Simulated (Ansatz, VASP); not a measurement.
## One calculation of GaSe5, two programs

```
Ga Se
1.0
     6.50059    0.00000    0.00000
    -3.25029    5.62968    0.00000
     0.00000    0.00000    3.63945
Ga Se
1 5
Direct
  0.00000 0.00000 0.50000
  0.68858 0.00000 0.00000
  0.00000 0.68858 0.00000
  0.31142 0.31142 0.00000
  0.33333 0.66667 0.50000
  0.66667 0.33333 0.50000
```

Change from the starting cell: species swapped into the Hf5Sc type (P-62m, No. 189).

Alike in both runs: functional PBE; k mesh 3 × 3 × 4; occupations gaussian, width 0.1 eV; no spin polarisation.

Ansatz relaxed the structure, and its values are those at the end. VASP's run is a single point on that final structure, the one shown.

|  | VASP | Ansatz |
| --- | --- | --- |
| version | VASP 6.6.1 | Ansatz 0.2.0 |
| potentials or method | VASP PAW PBE potentials, release 64 (Ga_d, Se), cutoff 520 eV | scalar-relativistic, plane waves, PAW |
| valence electrons in the cell | 43 | 93 |

|  | VASP | Ansatz | Ansatz less VASP |
| --- | --- | --- | --- |
| gap on the k mesh at the Fermi level (eV) | none | none | - |
| pressure (GPa) | 0.0 | 0.0 | -0.05 |
| rms of the force components (eV/Å) | 0.002 | 0.006 | +0.0032 |

A gap of «none» marks a metal or a gap that the smearing closes. The functional is the same, so the differences come from potentials, cutoffs and numerics. VASP's potentials hold 43 valence electrons a cell and Ansatz's 93, so a difference there can come from the potentials and not from the codes.

The k mesh is coarse, so the values compare programs but aren't converged.
